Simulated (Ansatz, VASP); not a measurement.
## One calculation of SrFeTe2, two programs

```
Sr Fe Te
1.0
     4.26356    0.00000    0.00000
    -2.13178    3.69235    0.00000
     0.00000    0.00000    5.69947
Sr Fe Te
1 1 2
Direct
  0.00000 0.00000 0.50000
  0.00000 0.00000 0.00000
  0.33333 0.66667 0.26032
  0.66667 0.33333 0.73968
```

Change from the starting cell: species swapped into the CoNiTe2 type (P-3m1, No. 164).

Alike in both runs: task single point; functional PBE; k mesh 6 × 6 × 4; occupations gaussian, width 0.1 eV; collinear spin.

```csv
,VASP,Ansatz
version,VASP 6.6.1,Ansatz 0.2.0
potentials or method,"VASP PAW PBE potentials, release 64 (Sr_sv, Fe, Te), cutoff 520 eV","scalar-relativistic, plane waves, PAW"
valence electrons in the cell,30,58
```

Ansatz gave:

```
gap on the k mesh at the Fermi level (eV)                     : none
pressure (GPa)                                                : 24.3
traceless stress, the component that is largest in VASP (GPa) : 5.20
rms of the force components (eV/Å)                            : 1.508
net moment per atom (μB)                                      : 0.84
size of the moment on the site where the two differ most (μB) : 3.02
```

Task: Estimate VASP's values.

Result: gap on the k mesh at the Fermi level (eV): none; pressure (GPa): 24.4; traceless stress, the component that is largest in VASP (GPa): 5.06; rms of the force components (eV/Å): 1.525; net moment per atom (μB): 0.83; size of the moment on the site where the two differ most (μB): 2.96.

Site moments also hang on the region over which each program counts them. Atom by atom the forces differ by 0.017 eV/Å (rms over components). A gap of «none» marks a metal or a gap that the smearing closes. VASP's potentials hold 30 valence electrons a cell and Ansatz's 58, so a difference there can come from the potentials and not from the codes.

Neither program's run includes spin-orbit coupling.
